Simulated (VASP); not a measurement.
Here is a VASP 6.6.1 calculation.

The input INCAR:

```
ALGO = Normal
EDIFF = 1E-6
ENCUT = 520
GGA = PS
ISIF = 2
ISMEAR = 0
LASPH = True
LCHARG = False
LREAL = False
LWAVE = False
NBANDS = 20
NELM = 80
PREC = Accurate
SIGMA = 0.05
```

KPOINTS

```
k-points
0
Gamma
  6 6 4
```

The input POSCAR:

```
SnSe2
1.0
    4.1052739893      0.0000000000      0.0000000000
   -2.0526369947      3.5552715643      0.0000000000
    0.0000000000      0.0000000000      5.2887062771
Sn Se
1 2
Direct
    0.0000000000      0.0000000000      0.0000000000
    0.3333333333      0.6666666667      0.2500000000
    0.6666666667      0.3333333333      0.7500000000
```

Potentials or basis: VASP PAW PBE potentials, release 64 (Sn_d, Se).

Run with:

```sh
$ cat potpaw_PBE.64/Sn_d/POTCAR potpaw_PBE.64/Se/POTCAR > POTCAR
$ mpirun -np 1 vasp_std > vasp.out
```

(1) Estimate the band gap on the k mesh.

(2) Estimate the pressure.

(3) What does it give for the largest force?

Results:

(1) 0.02 eV, indirect (least direct gap 0.71 eV).

(2) 1.2 GPa.

(3) 1.173 eV/Å.

Caveat: the PAW data sets were made with another functional, which shifts forces and pressure a little; spin-orbit coupling is left out, which moves the levels of the heavy elements.
